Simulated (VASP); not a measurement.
# Si (P6_3/mmc) in VASP: notebook

The runs below take Si through single point, relaxation of cell and atoms, with LDA.

All numbers are computed with VASP 6.6.1; they aren't measurements. Logs are shortened: lines on timing, memory, paths and dates and some standing lists are left out, and cuts for length are marked.

## 1. The cell of the first run

It takes space group P6_3/mmc (No. 194, hexagonal). Conventional cell: a = 3.802 Å, b = 3.802 Å, c = 6.290 Å, α = 90.00°, β = 90.00°, γ = 120.00°. Si (site symmetry 3m) has 4 Si at 2.33 to 2.35 Å within 3.1 Å.

This isn't the form of Si at room conditions, which is diamond.

## 2. Single point, LDA

File INCAR:

```
  PREC = Accurate
  ENCUT = 520
  EDIFF = 1E-6
  ISMEAR = 0
  SIGMA = 0.01
  LREAL = False
  LASPH = True
  NELM = 60
  ALGO = Normal
  ISIF = 2
  LWAVE = False
  LCHARG = False
  NBANDS = 16
```

File KPOINTS:

```
regular mesh
0
Gamma
  10 10 6
```

File POSCAR:

```
Si
1.0
    3.8019703961      0.0000000000      0.0000000000
   -1.9009851981      3.2926029475      0.0000000000
    0.0000000000      0.0000000000      6.2900550618
Si
4
Direct
    0.3333333333      0.6666666667      0.0630455771
    0.6666666667      0.3333333333      0.5630455771
    0.6666666667      0.3333333333      0.9369544229
    0.3333333333      0.6666666667      0.4369544229
```

Potentials or basis: VASP PAW LDA potentials, release 64 (Si).

Started as:

```console
$ cat potpaw_LDA.64/Si/POTCAR > POTCAR
$ mpirun -np 1 vasp_std > vasp.out
```

OUTCAR:

```text
PREC = Accurate
   ENCUT = 520
   EDIFF = 1E-6
   ISMEAR = 0
   LREAL = False
   LASPH = True
   NELM = 60
   ISIF = 2

 ion  position               nearest neighbor table
   1  0.333  0.667  0.063-   3 2.33   3 2.33   3 2.33   4 2.35
   2  0.667  0.333  0.563-   4 2.33   4 2.33   4 2.33   3 2.35
   3  0.667  0.333  0.937-   1 2.33   1 2.33   1 2.33   2 2.35
   4  0.333  0.667  0.437-   2 2.33   2 2.33   2 2.33   1 2.35

  LATTYP: Found a hexagonal cell.
 ALAT       =     3.8019703961
 C/A-ratio  =     1.6544197893

  Lattice vectors:

 A1 = (   3.8019703961,   0.0000000000,   0.0000000000)
 A2 = (  -1.9009851981,   3.2926029475,   0.0000000000)
 A3 = (   0.0000000000,   0.0000000000,   6.2900550618)

Analysis of symmetry for initial positions (statically):
=====================================================================
 Subroutine PRICEL returns:
 Original cell was already a primitive cell.

 Routine SETGRP: Setting up the symmetry group for a
 hexagonal supercell.

 Subroutine GETGRP returns: Found 24 space group operations
 (whereof 12 operations were pure point group operations)
 out of a pool of 24 trial point group operations.

The static configuration has the point symmetry D_3d.
 The point group associated with its full space group is D_6h.

Analysis of symmetry for dynamics (positions and initial velocities):
=====================================================================
 Subroutine PRICEL returns:
 Original cell was already a primitive cell.

 Routine SETGRP: Setting up the symmetry group for a
 hexagonal supercell.

 Subroutine GETGRP returns: Found 24 space group operations
 (whereof 12 operations were pure point group operations)
 out of a pool of 24 trial point group operations.

The dynamic configuration has the point symmetry D_3d.
 The point group associated with its full space group is D_6h.

 Subroutine INISYM returns: Found 24 space group operations
 (whereof 12 operations are pure point group operations),
 and found     1 'primitive' translations

----------------------------------------------------------------------------------------

                                     Primitive cell

  volume of cell :      78.7413

  direct lattice vectors                    reciprocal lattice vectors
     3.801970396  0.000000000  0.000000000     0.263021511  0.151855540  0.000000000
    -1.900985198  3.292602947  0.000000000     0.000000000  0.303711081  0.000000000
     0.000000000  0.000000000  6.290055062     0.000000000  0.000000000  0.158981120

  length of vectors
     3.801970396  3.801970396  6.290055062     0.303711081  0.303711081  0.158981120

  position of ions in fractional coordinates (direct lattice)
     0.333333333  0.666666667  0.063045577
     0.666666667  0.333333333  0.563045577
     0.666666667  0.333333333  0.936954423
     0.333333333  0.666666667  0.436954423

  ion indices of the primitive-cell ions
   primitive index   ion index
                 1           1
                 2           2
                 3           3
                 4           4

----------------------------------------------------------------------------------------

 KPOINTS: regular mesh

Automatic generation of k-mesh.
 Grid dimensions read from file:
 generate k-points for:   10   10    6

 Generating k-lattice:

  Cartesian coordinates                     Fractional coordinates (reciprocal lattice)
     0.026302151  0.015185554  0.000000000     0.100000000  0.000000000  0.000000000
     0.000000000  0.030371108  0.000000000     0.000000000  0.100000000  0.000000000
     0.000000000  0.000000000  0.026496853     0.000000000  0.000000000  0.166666667

  Length of vectors
     0.030371108  0.030371108  0.026496853

  Shift w.r.t. Gamma in fractional coordinates (k-lattice)
     0.000000000  0.000000000  0.000000000

 Subroutine IBZKPT returns following result:
 ===========================================

 Found     56 irreducible k-points:

 Following reciprocal coordinates:
            Coordinates               Weight
  0.000000  0.000000  0.000000      1.000000
  0.100000  0.000000  0.000000      6.000000
  0.200000  0.000000  0.000000      6.000000
  0.300000 -0.000000  0.000000      6.000000
  0.400000 -0.000000  0.000000      6.000000
  0.500000 -0.000000  0.000000      3.000000
[... 16 lines left out ...]
  0.300000  0.100000  0.166667     24.000000
  0.400000  0.100000  0.166667     24.000000
 [... further k-points ...]
   k-points           NKPTS =     56   k-points in BZ     NKDIM =     56   number of bands    NBANDS=     16
   number of dos      NEDOS =    301   number of ions     NIONS =      4
   total plane-waves  NPLWV =  37632
   dimension x,y,z NGX =    28 NGY =   28 NGZ =   48
   dimension x,y,z NGXF=    56 NGYF=   56 NGZF=   96
   ions per type =               4
   NGX,Y,Z   is equivalent  to a cutoff of  12.24, 12.24, 12.69 a.u.
   NGXF,Y,Z  is equivalent  to a cutoff of  24.49, 24.49, 25.37 a.u.
 SYSTEM =  unknown system
   PREC   = accura    normal or accurate (medium, high low for compatibility)
   ISTART =      0    job   : 0-new  1-cont  2-samecut
   ICHARG =      2    charge: 1-file 2-atom 10-const
   ISPIN  =      1    spin polarized calculation?
   LNONCOLLINEAR =      F non collinear calculations
   LSORBIT =      F    spin-orbit coupling
   LASPH  =      T    aspherical Exc in radial PAW
   ENCUT  =  520.0 eV  38.22 Ry    6.18 a.u.   7.07  7.07 11.70*2*pi/ulx,y,z
   NELM   =     60;   NELMIN=  2; NELMDL= -5     # of ELM steps
   EDIFF  = 0.1E-05   stopping-criterion for ELM
   LREAL  =      F    real-space projection
   EDIFFG = 0.1E-04   stopping-criterion for IOM
   NSW    =      0    number of steps for IOM
   IBRION =     -1    ionic relax: 0-MD 1-quasi-New 2-CG
   NFREE  =      0    steps in history (QN), initial steepest desc. (CG)
   ISIF   =      2    stress and relaxation
   ISYM   =      2    0-nonsym 1-usesym 2-fastsym
   POTIM  = 0.5000    time-step for ionic-motion
   TEBEG  =    0.0;   TEEND  =   0.0 temperature during run
   PSTRESS=    0.0 pullay stress
   NELECT =      16.0000    total number of electrons
   NUPDOWN=      -1.0000    fix difference up-down
   EMIN   =  10.00;   EMAX   =-10.00  energy-range for DOS
   EFERMI =   0.00;   METHOD = LEGACY
   ISMEAR =     0;   SIGMA  =   0.01  broadening in eV -4-tet -1-fermi 0-gaus
   EFERMI_NEDOS =   21; number of points for ismear=-14 and -15
   IALGO  =     38    algorithm
   IMIX   =      4    mixing-type and parameters
     AMIX     =   0.40;   BMIX     =  1.00
     AMIX_MAG =   1.60;   BMIX_MAG =  1.00
  volume/ion in A,a.u.               =      19.69       132.84
  Fermi-wavevector in a.u.,A,eV,Ry     =   0.962455  1.818777 12.603356  0.926321
  Thomas-Fermi vector in A             =   2.091916
   LORBIT       =      0    0 simple, 1 ext, 2 COOP (PROOUT), +10 PAW based schemes
   GGA     = CA    functional components
   LHFCALC =     F    Hartree Fock is set to
   AEXX    =    0.0000 exact exchange contribution
   IVDW    =     0    specifies the selected vdW correction
   LEPSILON=     F    determine dielectric tensor
   LRPA    =     F    only Hartree local field effects (RPA)
 non-spin polarized calculation
 Gauss-broadening in eV      SIGMA  =   0.01
  energy-cutoff  :      520.00
  volume of cell :       78.74
 maximum number of plane-waves:      2138
   NGX = 15   NGY = 15   NGZ = 23

 number of electron      15.9999998 magnetization

 Free energy of the ion-electron system (eV)
  ---------------------------------------------------
  ext. energy  EPLUGINS =         0.00000000
  ---------------------------------------------------
  free energy    TOTEN  =       -23.79956150 eV

  energy without entropy =      -23.79956150  energy(sigma->0) =      -23.79956150

 E-fermi :   6.2494     XC(G=0):  -9.6654

 val. band max:        6.2082268586   @ k =   0.0000   0.0000   0.0000
 cond. band min:       6.4778776652   @ k =   0.5000  -0.0000   0.0000
 fundamental gap:      0.2696508066
 Fermi energy:         6.2494172370

 k-point     1 :       0.0000    0.0000    0.0000
  band No.  band energies     occupation
      1      -6.1448      2.00000
      2      -3.8054      2.00000
      3      -1.1461      2.00000
      4       4.6645      2.00000
      5       4.6645      2.00000
      6       5.8382      2.00000
[... 8 lines left out ...]
     15      10.3620      0.00000
     16      12.0994      0.00000

 k-point     2 :       0.1000    0.0000    0.0000
  band No.  band energies     occupation
      1      -6.0261      2.00000
      2      -3.6847      2.00000
      3      -1.0789      2.00000
      4       3.7212      2.00000
      5       4.4206      2.00000
      6       5.3607      2.00000
[... 8 lines left out ...]
     15      10.8695      0.00000
     16      11.3868      0.00000

 k-point     3 :       0.2000    0.0000    0.0000
  band No.  band energies     occupation
      1      -5.6745      2.00000
      2      -3.3262      2.00000
      3      -0.9375      2.00000
      4       2.2695      2.00000
      5       3.8173      2.00000
      6       3.9334      2.00000
[... 8 lines left out ...]
     15      11.8860      0.00000
     16      11.9450      0.00000

 k-point     4 :       0.3000   -0.0000    0.0000
  band No.  band energies     occupation
      1      -5.1081      2.00000
      2      -2.7452      2.00000
      3      -1.0360      2.00000
      4       1.2718      2.00000
      5       2.2583      2.00000
      6       3.4857      2.00000
[... 8 lines left out ...]
     15      12.7922      0.00000
     16      12.8911      0.00000

 k-point     5 :       0.4000   -0.0000    0.0000
  band No.  band energies     occupation
      1      -4.3920      2.00000
      2      -1.9998      2.00000
      3      -1.7586      2.00000
      4       0.8956      2.00000
      5       1.2144      2.00000
      6       3.1917      2.00000
[... 8 lines left out ...]
     15      12.8888      0.00000
     16      13.9402      0.00000

 k-point     6 :       0.5000   -0.0000    0.0000
  band No.  band energies     occupation
      1      -3.9044      2.00000
      2      -2.3345      2.00000
      3      -1.4764      2.00000
      4       0.1624      2.00000
      5       1.4224      2.00000
      6       3.0905      2.00000
[... 8 lines left out ...]
     15      12.6067      0.00000
     16      14.2330      0.00000
[... 267 lines left out ...]
 k-point    21 :       0.1000    0.1000    0.1667
  band No.  band energies     occupation
      1      -5.6999      2.00000
      2      -3.7875      2.00000
      3      -0.4775      2.00000
      4       2.8268      2.00000
      5       3.8173      2.00000
      6       4.0096      2.00000
[... 8 lines left out ...]
     15      11.5569      0.00000
     16      11.7795      0.00000

 k-point    22 :       0.2000    0.1000    0.1667
  band No.  band energies     occupation
      1      -5.2399      2.00000
      2      -3.3302      2.00000
      3      -0.4804      2.00000
      4       1.8225      2.00000
      5       2.5658      2.00000
      6       3.2632      2.00000
[... 8 lines left out ...]
     15      11.6622      0.00000
     16      12.2871      0.00000

 k-point    23 :       0.3000    0.1000    0.1667
  band No.  band energies     occupation
      1      -4.5877      2.00000
      2      -2.7024      2.00000
      3      -1.0291      2.00000
      4       1.2028      2.00000
      5       1.5403      2.00000
      6       2.8043      2.00000
[... 8 lines left out ...]
     15      12.3090      0.00000
     16      13.3290      0.00000

 k-point    24 :       0.4000    0.1000    0.1667
  band No.  band energies     occupation
      1      -3.8881      2.00000
      2      -2.3215      2.00000
      3      -1.5521      2.00000
      4       0.1076      2.00000
      5       1.7494      2.00000
      6       2.6849      2.00000
[... 8 lines left out ...]
     15      13.8703      0.00000
     16      14.3627      0.00000

 [... further k-points ...]

------------------------ aborting loop because EDIFF is reached ----------------------------------------

  FORCE on cell =-STRESS in cart. coord.  units (eV):
  Direction    XX          YY          ZZ          XY          YZ          ZX
  --------------------------------------------------------------------------------------
  -------------------------------------------------------------------------------------
  Total        0.0258002      0.0258002      0.0119898     -0.0000000      0.0000000     -0.0000000
  in kB        0.5249657      0.5249657      0.2439600     -0.0000000      0.0000000     -0.0000000
  external PRESSURE =       0.4312972 kB  Pullay stress =       0.0000000 kB

 VOLUME and BASIS-vectors are now :
 -----------------------------------------------------------------------------
  energy-cutoff  :      520.00
  volume of cell :       78.74
      direct lattice vectors                 reciprocal lattice vectors
     3.801970396  0.000000000  0.000000000     0.263021511  0.151855540  0.000000000
    -1.900985198  3.292602947  0.000000000     0.000000000  0.303711081  0.000000000
     0.000000000  0.000000000  6.290055062     0.000000000  0.000000000  0.158981120

 POSITION                                       TOTAL-FORCE (eV/Angst)
 -----------------------------------------------------------------------------------
     -0.00000      2.19507      0.39656        -0.000000     -0.000000      0.000325
      1.90099      1.09753      3.54159         0.000000      0.000000      0.000325
      1.90099      1.09753      5.89349         0.000000      0.000000     -0.000325
     -0.00000      2.19507      2.74847        -0.000000     -0.000000     -0.000325
 -----------------------------------------------------------------------------------
    total drift:                               -0.000000      0.000000     -0.000000

  FREE ENERGIE OF THE ION-ELECTRON SYSTEM (eV)
  ---------------------------------------------------
  free  energy   TOTEN  =       -23.7995614963 eV

  energy  without entropy=      -23.7995614963  energy(sigma->0) =      -23.79956150
```

It took 42 s on 1 thread of Intel Xeon Platinum 8259CL at 2.50GHz (Skylake/Cascade Lake), shared host; peak memory 0.18 GiB.

Results:

```
Free energy            : -23.7996 eV
Pressure               : 0.0 GPa
Band gap on the k mesh : 0.27 eV (least direct gap 1.00 eV)
```

Caveat: semilocal functionals underestimate gaps, and a narrow one can read as zero.

## 3. Relaxation of cell and atoms, LDA

This run uses another cell than the first one, of 20.10 Å³/atom.

File INCAR:

```
SYSTEM = Si
ALGO = Normal
EDIFF = 1E-6
EDIFFG = -0.002
ENCUT = 600
IBRION = 2
ISIF = 3
ISMEAR = 0
LASPH = .True.
LCHARG = .False.
LREAL = .False.
LWAVE = .False.
NELM = 100
NSW = 80
PREC = Accurate
SIGMA = 0.01
```

File KPOINTS:

```
k-points
0
Gamma
  10 10 6
  0 0 0
```

File POSCAR:

```
Si
1.0
    3.8300000000      0.0000000000      0.0000000000
   -1.9150000000      3.3168772965      0.0000000000
    0.0000000000      0.0000000000      6.3300000000
Si
4
Direct
    0.3333333333      0.6666666667      0.0625000000
    0.6666666667      0.3333333333      0.5625000000
    0.6666666667      0.3333333333      0.9375000000
    0.3333333333      0.6666666667      0.4375000000
```

Potentials or basis: VASP PAW LDA potentials, release 64 (Si).

Started as:

```console
$ cat potpaw_LDA.64/Si/POTCAR > POTCAR
$ mpirun -np 1 vasp_std > vasp.out
```

It took 2.2 min on 1 thread of Intel Xeon Platinum 8259CL at 2.50GHz (Skylake/Cascade Lake), shared host; peak memory 0.21 GiB.

The run converged. Its results:

* Free energy: -23.8000 eV
* Relaxed volume: 19.70 Å³/atom
* Relaxed cell: a = 3.803 Å, b = 3.803 Å, c = 6.290 Å, α = 90.00°, β = 90.00°, γ = 120.00°
* Space group after relaxing (to 0.1 Å): P6_3/mmc (No. 194)
* Energy gained by relaxing: 2.6 meV/atom
* Ionic steps: 8
* Pressure after relaxing: 0.0 GPa
* Band gap on the k mesh: 0.27 eV (least direct gap 0.99 eV)

The path:
```
step  energy change (eV)  largest force (eV/Å)  pressure (GPa)  volume (Å³)
   1              0.0000                0.0684           -1.89        80.41
   2             -0.0053                0.0191            1.39        77.69
   3             -0.0101                0.0187            0.01        78.78
   4             -0.0101                0.0176            0.04        78.75
   5             -0.0102                0.0077            0.04        78.75
   6             -0.0102                0.0021            0.04        78.75
   7             -0.0102                0.0023           -0.03        78.81
   8             -0.0102                0.0003           -0.01        78.78
```

Final structure:
```xyz
4
Lattice="3.8028 0.0000 0.0000 -1.9014 3.2933 0.0000 0.0000 0.0000 6.2905" Properties=species:S:1:pos:R:3 pbc="T T T"
Si    0.0000    2.1956    0.3965
Si    1.9014    1.0978    3.5418
Si    1.9014    1.0978    5.8939
Si    0.0000    2.1956    2.7487
```

Levels at points of the mesh, in eV from the valence-band top:
| k point | band 5 | band 6 | band 7 | band 8 | band 9 | band 10 | band 11 | band 12 |
| --- | --- | --- | --- | --- | --- | --- | --- | --- |
| (0.00, 0.00, 0.00) | -1.54 | -0.37 | 0.00 | 0.00 | 0.99 | 1.95 | 1.95 | 2.30 |
| (0.50, 0.00, 0.00) | -4.78 | -3.12 | -3.10 | -1.46 | 0.27 | 2.29 | 2.87 | 3.05 |
| (0.00, 0.00, 0.50) | -0.94 | -0.94 | -0.94 | -0.94 | 1.78 | 1.78 | 2.94 | 2.94 |
| (0.50, 0.00, 0.50) | -2.51 | -2.51 | -2.47 | -2.47 | 0.80 | 0.80 | 1.55 | 1.55 |

Caveat: semilocal functionals underestimate gaps, and a narrow one can read as zero.
